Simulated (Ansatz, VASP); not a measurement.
# C in VASP and in Ansatz

The input POSCAR:

```
C
1.0
    1.3954940286     -4.4267937464      0.0000000000
    1.3954940286      4.4267937464      0.0000000000
    0.0000000000      0.0000000000      3.6932107827
C
4
Direct
    0.0980000000      0.9020000000      0.9100000000
    0.5980000000      0.4020000000      0.5900000000
    0.9020000000      0.0980000000      0.0900000000
    0.4020000000      0.5980000000      0.4100000000
```

File INCAR.step1:

```
PREC = Accurate ; ENCUT = 600
ISMEAR = 0 ; SIGMA = 0.1
LREAL = False ; LASPH = True
NELM = 100 ; GGA = PE
ALGO = Normal ; EDIFF = 1E-4
LWAVE = True ; LCHARG = False
```

Contents of INCAR.step2:

```
PREC = Accurate ; ENCUT = 600
EDIFF = 1E-6 ; ISMEAR = 0
SIGMA = 0.1 ; LREAL = False
LASPH = True ; NELM = 100
ALGO = Normal ; ISIF = 3
LWAVE = False ; LCHARG = False
METAGGA = R2SCAN ; LMIXTAU = True
IBRION = 2 ; NSW = 90
EDIFFG = -0.04 ; ISTART = 1
```

File KPOINTS:

```
regular mesh
0
Gamma
  6 6 6
```

Input for Ansatz:

```yaml
crystal:
  lattice:
    - [1.3954940286, -4.4267937464, 0.0]
    - [1.3954940286, 4.4267937464, 0.0]
    - [0.0, 0.0, 3.6932107827]
  atoms:
    - { symbol: C, position: [0.098, 0.902, 0.91] }
    - { symbol: C, position: [0.598, 0.402, 0.59] }
    - { symbol: C, position: [0.902, 0.098, 0.09] }
    - { symbol: C, position: [0.402, 0.598, 0.41] }
basis:
  ecutwfc: 500
kpoints:
  mp_grid: { grid: [6, 6, 6] }
hamiltonian:
  xc: r2scan
scf:
  occupations: { method: gaussian, width: 0.1 }
  lower_state_search: "off"
output:
  forces: true
  stress: true
  eigenvalues: true
relax:
  adjacent_minimum: "off"
  f_tol: 0.04
  max_steps: 70
  cell: { stress_tol: 0.4 }
```

Alike in both runs: task relaxation of cell and atoms; functional r2SCAN; k mesh 6 × 6 × 6; occupations gaussian, width 0.1 eV; no spin polarisation.

|  | VASP | Ansatz |
| --- | --- | --- |
| version | VASP 6.6.1 | Ansatz 0.2.0 |
| potentials or method | VASP PAW PBE potentials, release 64 (C), cutoff 600 eV | scalar-relativistic, plane waves, PAW |
| valence electrons in the cell | 16 | 16 |

|  | VASP | Ansatz | Ansatz less VASP |
| --- | --- | --- | --- |
| gap on the k mesh at the Fermi level, each at its own relaxed structure (eV) | 0.20 | 0.18 | -0.017 |
| relaxed volume (Å³/atom) | 9.05 | 9.18 | +0.131 |
| relaxed cell length with the largest relative difference (Å) | 3.672 | 3.721 | +0.0496 |

VASP's potentials were made for PBE, not for r2SCAN.

Noted on VASP's run: the volume moved by over 15 % at a fixed basis, so the end points are rough.
